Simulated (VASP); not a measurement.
A run of VASP 6.6.1 is set up as follows.

The input INCAR:

```
ALGO = Normal
EDIFF = 1E-6
ENCUT = 520
GGA = PS
ISIF = 2
ISMEAR = -1
LASPH = True
LCHARG = False
LREAL = False
LWAVE = False
NBANDS = 14
NELM = 60
PREC = Accurate
SIGMA = 0.05
```

File KPOINTS:

```
k-points
0
Gamma
  17 17 17
```

The input POSCAR:

```
Rh
1.0
    0.0000000000      1.8514169998      1.8514169998
    1.8514169998      0.0000000000      1.8514169998
    1.8514169998      1.8514169998      0.0000000000
Rh
1
Direct
    0.0000000000      0.0000000000      0.0000000000
```

Potentials or basis: VASP PAW PBE potentials, release 64 (Rh_pv).

Command:

```console
$ cat potpaw_PBE.64/Rh_pv/POTCAR > POTCAR
$ mpirun -np 1 vasp_std > vasp.out
```

(1) What does it give for the pressure?

Answers

(1) 21.3 GPa.

Caveat: the PAW data sets were made with another functional, which shifts forces and pressure a little.
